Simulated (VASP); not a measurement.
Runs of VASP 6.6.1 on TiO2. It takes space group Fm-3m (No. 225, cubic). The conventional cell has a = 4.794 Å, b = 4.794 Å, c = 4.794 Å, α = 90.00°, β = 90.00°, γ = 90.00°. Ti (site symmetry m-3m) has 8 O at 2.08 Å within 2.7 Å. O (site symmetry -43m) has 4 Ti at 2.08 Å and 6 O at 2.40 Å within 2.7 Å. 

| level | k mesh | cutoff (eV) | smearing | grid for exact exchange (PRECFOCK) | share of exact exchange | screening parameter | gap on the mesh (eV) | pressure (GPa) |
| --- | --- | --- | --- | --- | --- | --- | --- | --- |
| r2SCAN | 6 × 6 × 6 | 1480 | gaussian 0.001 eV | - | - | - | 1.55 | 1.4 |
| r2SCAN | 6 × 6 × 6 | 1480 | gaussian 0.01 eV | - | - | - | 1.55 | 1.4 |
| r2SCAN | 6 × 6 × 6 | 1480 | methfessel-paxton 0.001 eV | - | - | - | 1.55 | 1.4 |
| PBE-based screened hybrid with 40 % exact exchange | 4 × 4 × 4 | 1000 | gaussian 0.01 eV | Normal | 0.4 | 0.3 1/Å | (a) | (b) |
| r2SCAN | 3 × 3 × 3 | 1480 | gaussian 0.01 eV | - | - | - | 2.46 | 1.4 |
| HSE06 | 4 × 4 × 4 | 1000 | gaussian 0.01 eV | Normal | 0.25 | 0.2079 1/Å | 2.61 | -3.0 |

Alike in all rows: task single point; potentials or basis VASP PAW PBE potentials, release 64 (Ti_sv, O_h); no spin polarisation; cell as given.

Problem. Estimate the missing entries.

Solution. (a) 3.22; (b) -7.8.

Caveats: some runs use coarse meshes; the structure was generated, so it needn't be the stable form of TiO2; the PAW data sets were made with another functional, which shifts forces and pressure a little.

A k mesh can miss the band edges.
